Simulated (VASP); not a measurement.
# TiO2 in VASP: settings compared

TiO2 is run at these levels: r2SCAN, PBE; tasks: single point.

Program: VASP 6.6.1. These are calculated values, not measurements. Logs are shortened: lines on timing, memory, paths and dates and some standing lists are left out, and cuts for length are marked.

## 1. The cell of the first run

The structure is cubic, space group Fm-3m (No. 225). Conventional cell: a = 4.842 Å, b = 4.842 Å, c = 4.842 Å, α = 90.00°, β = 90.00°, γ = 90.00°. Within 2.8 Å of Ti (site symmetry m-3m) lie 8 O at 2.10 Å. Within 2.8 Å of O (site symmetry -43m) lie 4 Ti at 2.10 Å and 6 O at 2.42 Å.

## 2. Single point, r2SCAN (strain +1.0%)

The input, POSCAR:

```
TiO2
1.0
    0.0000000000      2.4207955305      2.4207955305
    2.4207955305      0.0000000000      2.4207955305
    2.4207955305      2.4207955305      0.0000000000
Ti O
1 2
Direct
    0.0000000000      0.0000000000      0.0000000000
    0.2500000000      0.2500000000      0.2500000000
    0.7500000000      0.7500000000      0.7500000000
```

The input, INCAR.step1:

```
PREC = Accurate
ENCUT = 520
ISMEAR = 0
SIGMA = 0.01
LREAL = False
LASPH = True
NELM = 100
NBANDS = 19
GGA = PE
ALGO = Normal
EDIFF = 1E-4
LWAVE = True
LCHARG = False
```

The input, INCAR.step2:

```
PREC = Accurate
ENCUT = 520
EDIFF = 1E-6
ISMEAR = 0
SIGMA = 0.01
LREAL = False
LASPH = True
NELM = 100
ALGO = Normal
ISIF = 2
LWAVE = False
LCHARG = False
METAGGA = R2SCAN
LMIXTAU = True
NBANDS = 19
ISTART = 1
```

The input, KPOINTS:

```
regular mesh
0
Gamma
  10 10 10
```

Potentials or basis: VASP PAW PBE potentials, release 64 (Ti_sv, O).

The run is started by

```bash
> cat potpaw_PBE.64/Ti_sv/POTCAR potpaw_PBE.64/O/POTCAR > POTCAR
> cp INCAR.step1 INCAR
> mpirun -np 1 vasp_std > vasp.out
> cp INCAR.step2 INCAR
> mpirun -np 1 vasp_std > vasp.out
```

OUTCAR:

```text
PREC = Accurate
   ENCUT = 520
   EDIFF = 1E-6
   ISMEAR = 0
   LREAL = False
   LASPH = True
   NELM = 100
   ISIF = 2
   METAGGA = R2SCAN
   ISTART = 1

 ion  position               nearest neighbor table
   1  0.000  0.000  0.000-   2 2.10   3 2.10   3 2.10   3 2.10   3 2.10   2 2.10   2 2.10   2 2.10

   2  0.250  0.250  0.250-   1 2.10   1 2.10   1 2.10   1 2.10
   3  0.750  0.750  0.750-   1 2.10   1 2.10   1 2.10   1 2.10

  LATTYP: Found a face centered cubic cell.
 ALAT       =     4.8415910610

  Lattice vectors:

 A1 = (   0.0000000000,   2.4207955305,   2.4207955305)
 A2 = (   2.4207955305,   0.0000000000,   2.4207955305)
 A3 = (   2.4207955305,   2.4207955305,   0.0000000000)

Analysis of symmetry for initial positions (statically):
=====================================================================
 Subroutine PRICEL returns:
 Original cell was already a primitive cell.

 Routine SETGRP: Setting up the symmetry group for a
 face centered cubic supercell.

 Subroutine GETGRP returns: Found 48 space group operations
 (whereof 48 operations were pure point group operations)
 out of a pool of 48 trial point group operations.

The static configuration has the point symmetry O_h .

Analysis of symmetry for dynamics (positions and initial velocities):
=====================================================================
 Subroutine PRICEL returns:
 Original cell was already a primitive cell.

 Routine SETGRP: Setting up the symmetry group for a
 face centered cubic supercell.

 Subroutine GETGRP returns: Found 48 space group operations
 (whereof 48 operations were pure point group operations)
 out of a pool of 48 trial point group operations.

The dynamic configuration has the point symmetry O_h .

 Subroutine INISYM returns: Found 48 space group operations
 (whereof 48 operations are pure point group operations),
 and found     1 'primitive' translations

----------------------------------------------------------------------------------------

                                     Primitive cell

  volume of cell :      28.3729

  direct lattice vectors                    reciprocal lattice vectors
     0.000000000  2.420795530  2.420795530    -0.206543673  0.206543673  0.206543673
     2.420795530  0.000000000  2.420795530     0.206543673 -0.206543673  0.206543673
     2.420795530  2.420795530  0.000000000     0.206543673  0.206543673 -0.206543673

  length of vectors
     3.423521871  3.423521871  3.423521871     0.357744135  0.357744135  0.357744135

  position of ions in fractional coordinates (direct lattice)
     0.000000000  0.000000000  0.000000000
     0.250000000  0.250000000  0.250000000
     0.750000000  0.750000000  0.750000000

  ion indices of the primitive-cell ions
   primitive index   ion index
                 1           1
                 2           2
                 3           3

----------------------------------------------------------------------------------------

 KPOINTS: regular mesh

Automatic generation of k-mesh.
 Grid dimensions read from file:
 generate k-points for:   10   10   10

 Generating k-lattice:

  Cartesian coordinates                     Fractional coordinates (reciprocal lattice)
    -0.020654367  0.020654367  0.020654367     0.100000000  0.000000000  0.000000000
     0.020654367 -0.020654367  0.020654367     0.000000000  0.100000000  0.000000000
     0.020654367  0.020654367 -0.020654367     0.000000000  0.000000000  0.100000000

  Length of vectors
     0.035774414  0.035774414  0.035774414

  Shift w.r.t. Gamma in fractional coordinates (k-lattice)
     0.000000000  0.000000000  0.000000000

 Subroutine IBZKPT returns following result:
 ===========================================

 Found     47 irreducible k-points:

 Following reciprocal coordinates:
            Coordinates               Weight
  0.000000  0.000000  0.000000      1.000000
  0.100000  0.000000  0.000000      8.000000
  0.200000  0.000000  0.000000      8.000000
  0.300000  0.000000  0.000000      8.000000
  0.400000  0.000000  0.000000      8.000000
  0.500000  0.000000  0.000000      4.000000
[... 16 lines left out ...]
  0.300000  0.300000  0.000000      6.000000
  0.400000  0.300000  0.000000     24.000000
 [... further k-points ...]
   k-points           NKPTS =     47   k-points in BZ     NKDIM =     47   number of bands    NBANDS=     19
   number of dos      NEDOS =    301   number of ions     NIONS =      3
   total plane-waves  NPLWV =  21952
   dimension x,y,z NGX =    28 NGY =   28 NGZ =   28
   dimension x,y,z NGXF=    56 NGYF=   56 NGZF=   56
   ions per type =               1   2
   NGX,Y,Z   is equivalent  to a cutoff of  13.60, 13.60, 13.60 a.u.
   NGXF,Y,Z  is equivalent  to a cutoff of  27.19, 27.19, 27.19 a.u.
 SYSTEM =  unknown system
   PREC   = accura    normal or accurate (medium, high low for compatibility)
   ISTART =      1    job   : 0-new  1-cont  2-samecut
   ICHARG =      0    charge: 1-file 2-atom 10-const
   ISPIN  =      1    spin polarized calculation?
   LNONCOLLINEAR =      F non collinear calculations
   LSORBIT =      F    spin-orbit coupling
   LASPH  =      T    aspherical Exc in radial PAW
   ENCUT  =  520.0 eV  38.22 Ry    6.18 a.u.   6.37  6.37  6.37*2*pi/ulx,y,z
   NELM   =    100;   NELMIN=  2; NELMDL=  0     # of ELM steps
   EDIFF  = 0.1E-05   stopping-criterion for ELM
   LREAL  =      F    real-space projection
   EDIFFG = 0.1E-04   stopping-criterion for IOM
   NSW    =      0    number of steps for IOM
   IBRION =     -1    ionic relax: 0-MD 1-quasi-New 2-CG
   NFREE  =      0    steps in history (QN), initial steepest desc. (CG)
   ISIF   =      2    stress and relaxation
   ISYM   =      2    0-nonsym 1-usesym 2-fastsym
   POTIM  = 0.5000    time-step for ionic-motion
   TEBEG  =    0.0;   TEEND  =   0.0 temperature during run
   PSTRESS=    0.0 pullay stress
   NELECT =      24.0000    total number of electrons
   NUPDOWN=      -1.0000    fix difference up-down
   EMIN   =  10.00;   EMAX   =-10.00  energy-range for DOS
   EFERMI =   0.00;   METHOD = LEGACY
   ISMEAR =     0;   SIGMA  =   0.01  broadening in eV -4-tet -1-fermi 0-gaus
   EFERMI_NEDOS =   21; number of points for ismear=-14 and -15
   IALGO  =     38    algorithm
   IMIX   =      4    mixing-type and parameters
     AMIX     =   0.40;   BMIX     =  1.00
     AMIX_MAG =   1.60;   BMIX_MAG =  1.00
  volume/ion in A,a.u.               =       9.46        63.82
  Fermi-wavevector in a.u.,A,eV,Ry     =   1.548260  2.925787 32.614635  2.397108
  Thomas-Fermi vector in A             =   2.653235
   LORBIT       =      0    0 simple, 1 ext, 2 COOP (PROOUT), +10 PAW based schemes
   METAGGA = R2SCAN    functional components
   LHFCALC =     F    Hartree Fock is set to
   AEXX    =    0.0000 exact exchange contribution
   IVDW    =     0    specifies the selected vdW correction
   LEPSILON=     F    determine dielectric tensor
   LRPA    =     F    only Hartree local field effects (RPA)
 non-spin polarized calculation
 Gauss-broadening in eV      SIGMA  =   0.01
  energy-cutoff  :      520.00
  volume of cell :       28.37
 maximum number of plane-waves:       785
 NGX is ok and might be reduce to    28
   NGX = 13   NGY = 13   NGZ = 13

 number of electron      23.9999996 magnetization

 Free energy of the ion-electron system (eV)
  ---------------------------------------------------
  ext. energy  EPLUGINS =         0.00000000
  ---------------------------------------------------
  free energy    TOTEN  =       -34.08941165 eV

  energy without entropy =      -34.08941165  energy(sigma->0) =      -34.08941165

 E-fermi :   6.8969     XC(G=0): -12.8774

 val. band max:        6.7431305229   @ k =   0.5000   0.5000   0.0000
 cond. band min:       8.2532672191   @ k =   0.0000   0.0000   0.0000
 fundamental gap:      1.5101366963
 Fermi energy:         6.8968523004

 k-point     1 :       0.0000    0.0000    0.0000
  band No.  band energies     occupation
      1     -53.3317      2.00000
      2     -28.3626      2.00000
      3     -28.3625      2.00000
      4     -28.3625      2.00000
      5     -13.8004      2.00000
      6     -10.1647      2.00000
[... 11 lines left out ...]
     18      14.7680      0.00000
     19      21.5568      0.00000

 k-point     2 :       0.1000    0.0000    0.0000
  band No.  band energies     occupation
      1     -53.3298      2.00000
      2     -28.3851      2.00000
      3     -28.3652      2.00000
      4     -28.3651      2.00000
      5     -13.6864      2.00000
      6     -10.2968      2.00000
[... 11 lines left out ...]
     18      15.1273      0.00000
     19      21.4534      0.00000

 k-point     3 :       0.2000    0.0000    0.0000
  band No.  band energies     occupation
      1     -53.3248      2.00000
      2     -28.4434      2.00000
      3     -28.3720      2.00000
      4     -28.3720      2.00000
      5     -13.3745      2.00000
      6     -10.6311      2.00000
[... 11 lines left out ...]
     18      16.0511      0.00000
     19      21.2672      0.00000

 k-point     4 :       0.3000    0.0000    0.0000
  band No.  band energies     occupation
      1     -53.3186      2.00000
      2     -28.5141      2.00000
      3     -28.3804      2.00000
      4     -28.3804      2.00000
      5     -12.9458      2.00000
      6     -11.0415      2.00000
[... 11 lines left out ...]
     18      16.9750      0.00000
     19      21.2893      0.00000

 k-point     5 :       0.4000    0.0000    0.0000
  band No.  band energies     occupation
      1     -53.3135      2.00000
      2     -28.5702      2.00000
      3     -28.3872      2.00000
      4     -28.3871      2.00000
      5     -12.5161      2.00000
      6     -11.4227      2.00000
[... 11 lines left out ...]
     18      17.3703      0.00000
     19      21.7039      0.00000
[... 334 lines left out ...]
      2     -28.5363      2.00000
      3     -28.4459      2.00000
      4     -28.3899      2.00000
      5     -12.4141      2.00000
      6     -11.4413      2.00000
[... 11 lines left out ...]
     18      17.8761      0.00000
     19      22.0062      0.00000

 k-point    22 :      -0.2000    0.2000    0.0000
  band No.  band energies     occupation
      1     -53.3164      2.00000
      2     -28.5036      2.00000
      3     -28.4218      2.00000
      4     -28.3801      2.00000
      5     -12.8032      2.00000
      6     -11.1371      2.00000
[... 11 lines left out ...]
     18      17.3125      0.00000
     19      21.5502      0.00000

 k-point    23 :       0.3000    0.3000    0.0000
  band No.  band energies     occupation
      1     -53.3142      2.00000
      2     -28.5238      2.00000
      3     -28.4061      2.00000
      4     -28.4060      2.00000
      5     -12.6689      2.00000
      6     -11.1960      2.00000
[... 11 lines left out ...]
     18      17.0633      0.00000
     19      21.1717      0.00000

 k-point    24 :       0.4000    0.3000    0.0000
  band No.  band energies     occupation
      1     -53.3102      2.00000
      2     -28.5549      2.00000
      3     -28.4223      2.00000
      4     -28.4138      2.00000
      5     -12.3641      2.00000
      6     -11.4089      2.00000
[... 11 lines left out ...]
     18      17.7341      0.00000
     19      21.4342      0.00000

 [... further k-points ...]
[... 5 lines left out ...]
  --------------------------------------------------------------------------------------
  -------------------------------------------------------------------------------------
  Total       -1.1272743     -1.1272743     -1.1272743      0.0000000     -0.0000000      0.0000000
  in kB      -63.6554886    -63.6554886    -63.6554886      0.0000000     -0.0000000      0.0000000
  external PRESSURE =     -63.6554886 kB  Pullay stress =       0.0000000 kB

 VOLUME and BASIS-vectors are now :
 -----------------------------------------------------------------------------
  energy-cutoff  :      520.00
  volume of cell :       28.37
      direct lattice vectors                 reciprocal lattice vectors
     0.000000000  2.420795530  2.420795530    -0.206543673  0.206543673  0.206543673
     2.420795530  0.000000000  2.420795530     0.206543673 -0.206543673  0.206543673
     2.420795530  2.420795530  0.000000000     0.206543673  0.206543673 -0.206543673

 POSITION                                       TOTAL-FORCE (eV/Angst)
 -----------------------------------------------------------------------------------
      0.00000      0.00000      0.00000         0.000000      0.000000     -0.000000
      1.21040      1.21040      1.21040         0.000000      0.000000      0.000000
      3.63119      3.63119      3.63119        -0.000000     -0.000000     -0.000000
 -----------------------------------------------------------------------------------
    total drift:                                0.000000     -0.000000      0.000000

  FREE ENERGIE OF THE ION-ELECTRON SYSTEM (eV)
  ---------------------------------------------------
  free  energy   TOTEN  =       -34.0894116495 eV

  energy  without entropy=      -34.0894116495  energy(sigma->0) =      -34.08941165
```

Wall time 1.9 min (1 thread of Intel Xeon Platinum 8259CL at 2.50GHz (Skylake/Cascade Lake), shared host); peak memory 0.18 GiB.

What came out:

```
Free energy            : -34.0894 eV
Pressure               : -6.4 GPa
Band gap on the k mesh : 1.51 eV, indirect (least direct gap 2.17 eV)
```

Caveat: the cell differs from its parent crystal (strain +1.0%); the PAW data sets were made with another functional, which shifts forces and pressure a little. A k mesh can miss the band edges.

## 3. Single point, PBE (uniaxial x strain -3.0%)

The input, INCAR:

```
PREC = Accurate
ENCUT = 520
EDIFF = 1E-7
ISMEAR = -1
SIGMA = 0.02
LREAL = False
LASPH = True
NELM = 100
ALGO = Normal
ISIF = 2
LWAVE = False
LCHARG = False
GGA = PE
NBANDS = 19
```

The input, KPOINTS:

```
Automatic mesh
0
Gamma
  10 10 10
```

The input, POSCAR:

```
TiO2
1.0
    0.0000000000      2.3968272579      2.3968272579
    2.3249224402      0.0000000000      2.3968272579
    2.3249224402      2.3968272579      0.0000000000
Ti O
1 2
Direct
    0.0000000000      0.0000000000      0.0000000000
    0.2500000000      0.2500000000      0.2500000000
    0.7500000000      0.7500000000      0.7500000000
```

Potentials or basis: VASP PAW PBE potentials, release 64 (Ti_sv, O).

The run is started by

```bash
> cat potpaw_PBE.64/Ti_sv/POTCAR potpaw_PBE.64/O/POTCAR > POTCAR
> mpirun -np 1 vasp_std > vasp.out
```

Wall time 64 s (1 thread of Intel Xeon Platinum 8259CL at 2.50GHz (Skylake/Cascade Lake), shared host); peak memory 0.19 GiB.

The run converged. Its results:

| Quantity | Value |
| --- | --- |
| Free energy | -25.9291 eV |
| Pressure | 15.8 GPa |
| Band gap on the k mesh | 0.82 eV, indirect (least direct gap 1.63 eV) |

Stress tensor (GPa, compression positive):
```
27.30  0.00  0.00
 0.00 10.11  0.00
 0.00  0.00 10.11
```

Levels at points of the mesh, in eV from the valence-band top:
```tsv
k point	band 8	band 9	band 10	band 11	band 12	band 13	band 14	band 15	band 16	band 17
(0.00, 0.00, 0.00)	-6.46	-6.46	-1.31	-1.31	-0.81	0.82	0.97	5.27	5.38	5.38
(0.50, 0.00, 0.00)	-5.30	-3.74	-3.60	-2.90	-2.83	1.25	1.31	2.77	4.91	4.93
(0.50, 0.50, 0.00)	-5.12	-4.87	-2.66	-2.10	-0.36	1.50	1.77	2.75	3.99	4.13
(0.00, 0.50, 0.50)	-5.05	-5.05	-2.51	-2.51	0.00	1.66	1.70	2.94	4.13	4.13
```

Caveat: the cell differs from its parent crystal (uniaxial x strain -3.0%). A k mesh can miss the band edges.

## 4. Single point, r2SCAN (uniaxial x strain -3.0%)

POSCAR is that of step 3.

The input, INCAR.step1:

```
ALGO     = Normal         # electronic algorithm
EDIFF    = 1E-4           # SCF threshold, eV
ENCUT    = 520            # plane-wave cutoff, eV
GGA      = PE             # functional
ISMEAR   = 0              # smearing method
LASPH    = T              # aspherical terms in the spheres
LCHARG   = F              # write CHGCAR
LREAL    = F              # projectors in reciprocal space
LWAVE    = T              # write WAVECAR
NBANDS   = 19             # bands
NELM     = 60             # most SCF steps
PREC     = Accurate       # precision mode
SIGMA    = 0.01           # smearing width, eV
```

The input, INCAR.step2:

```
ALGO     = Normal         # electronic algorithm
EDIFF    = 1E-6           # SCF threshold, eV
ENCUT    = 520            # plane-wave cutoff, eV
ISIF     = 2              # what is computed and relaxed
ISMEAR   = 0              # smearing method
ISTART   = 1            
LASPH    = T              # aspherical terms in the spheres
LCHARG   = F              # write CHGCAR
LMIXTAU  = T            
LREAL    = F              # projectors in reciprocal space
LWAVE    = F              # write WAVECAR
METAGGA  = R2SCAN         # meta-GGA
NBANDS   = 19             # bands
NELM     = 60             # most SCF steps
PREC     = Accurate       # precision mode
SIGMA    = 0.01           # smearing width, eV
```

The input, KPOINTS:

```
k-points
0
Gamma
  10 10 10
```

The run is started by

```bash
> cat potpaw_PBE.64/Ti_sv/POTCAR potpaw_PBE.64/O/POTCAR > POTCAR
> cp INCAR.step1 INCAR
> mpirun -np 1 vasp_std > vasp.out
> cp INCAR.step2 INCAR
> mpirun -np 1 vasp_std > vasp.out
```

Wall time 3.6 min (1 thread of Intel Xeon Platinum 8259CL at 2.50GHz (Skylake/Cascade Lake), shared host); peak memory 0.2 GiB.

Results (log left out):

```
Free energy            : -34.0368 eV
Pressure               : 10.8 GPa
Band gap on the k mesh : 1.24 eV, indirect (least direct gap 2.08 eV)
```

Stress tensor (GPa, compression positive):
```
23.16  0.00  0.00
 0.00  4.65  0.00
 0.00  0.00  4.65
```

Levels at points of the mesh, in eV from the valence-band top:
```
           k point  band 8  band 9  band 10  band 11  band 12  band 13  band 14  band 15  band 16  band 17
(0.00, 0.00, 0.00)   -6.63   -6.63    -1.37    -1.37    -0.85     1.24     1.39     5.61     5.73     5.73
(0.50, 0.00, 0.00)   -5.42   -3.85    -3.67    -2.99    -2.91     1.62     1.69     3.06     5.27     5.29
(0.50, 0.50, 0.00)   -5.27   -5.02    -2.72    -2.14    -0.38     1.91     2.19     3.04     4.30     4.45
(0.00, 0.50, 0.50)   -5.20   -5.20    -2.57    -2.57     0.00     2.08     2.10     3.24     4.45     4.45
```

Caveat: the cell differs from its parent crystal (uniaxial x strain -3.0%); the PAW data sets were made with another functional, which shifts forces and pressure a little.

## 5. Single point, PBE (shear xy strain +1.5%)

The input, INCAR:

```
  ALGO = Normal
  EDIFF = 1E-7
  ENCUT = 520
  GGA = PE
  ISIF = 2
  ISMEAR = -1
  LASPH = True
  LCHARG = False
  LREAL = False
  LWAVE = False
  NBANDS = 19
  NELM = 80
  PREC = Accurate
  SIGMA = 0.02
```

KPOINTS is that of step 4.

The input, POSCAR:

```
TiO2
1.0
    0.0179762044      2.3968272579      2.3968272579
    2.3968272579      0.0179762044      2.3968272579
    2.4148034623      2.4148034623      0.0000000000
Ti O
1 2
Direct
    0.0000000000      0.0000000000      0.0000000000
    0.2491544639      0.2491544639      0.2508455361
    0.7508455361      0.7508455361      0.7491544639
```

The run is started by

```bash
> cat potpaw_PBE.64/Ti_sv/POTCAR potpaw_PBE.64/O/POTCAR > POTCAR
> mpirun -np 1 vasp_std > vasp.out
```

It took 2 min on 1 thread of Intel Xeon Platinum 8259CL at 2.50GHz (Skylake/Cascade Lake), shared host; peak memory 0.22 GiB.

Results (log left out):

* Free energy: -26.0165 eV
* Pressure: 6.8 GPa
* Largest force: 0.013 eV/Å
* Band gap on the k mesh: 1.13 eV, indirect (least direct gap 1.84 eV)

Forces on the atoms (eV/Å):
```
Ti   0.000  0.000  0.000
O    0.000  0.000 -0.013
O    0.000  0.000  0.013
```

Stress tensor (GPa, compression positive):
```
 6.79 -0.54  0.00
-0.54  6.79  0.00
 0.00  0.00  6.79
```

Levels at points of the mesh, in eV from the valence-band top:
| k point | band 10 | band 11 | band 12 | band 13 | band 14 | band 15 |
| --- | --- | --- | --- | --- | --- | --- |
| (0.00, 0.00, 0.00) | -0.90 | -0.87 | -0.85 | 1.13 | 1.13 | 5.34 |
| (0.50, 0.00, 0.00) | -3.31 | -2.58 | -2.52 | 1.47 | 1.50 | 2.92 |
| (0.50, 0.50, 0.00) | -2.19 | -2.02 | 0.00 | 1.84 | 1.84 | 2.89 |
| (0.00, 0.00, 0.50) | -3.26 | -2.57 | -2.51 | 1.45 | 1.49 | 2.82 |
| (0.50, 0.00, 0.50) | -2.11 | -2.11 | 0.00 | 1.84 | 1.84 | 2.89 |

Caveat: the cell differs from its parent crystal (shear xy strain +1.5%). A k mesh can miss the band edges.

[end of part 1 of 2]
